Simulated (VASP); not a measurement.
CdSe:

```
Cd Se
1.0
     0.00000    3.07027    3.07027
     3.07027    0.00000    3.07027
     3.07027    3.07027    0.00000
Cd Se
1 1
Direct
  0.00000 0.00000 0.00000
  0.75000 0.75000 0.75000
```

Program: VASP 6.6.1. Alike in all runs: task single point; potentials or basis VASP PAW PBE potentials, release 64 (Cd, Se); no spin polarisation; cell as given; k mesh 5 × 5 × 5; cutoff (eV) 500; smearing gaussian 0.01 eV.

Question: Order these runs on this cell by their pressure, lowest first.
A. level PBEsol
B. level PBE
C. level BLYP

Answer: A (-1.1 GPa), B (1.6 GPa), C (4.4 GPa).

Caveats: the PAW data sets were made with another functional, which shifts forces and pressure a little (some runs).
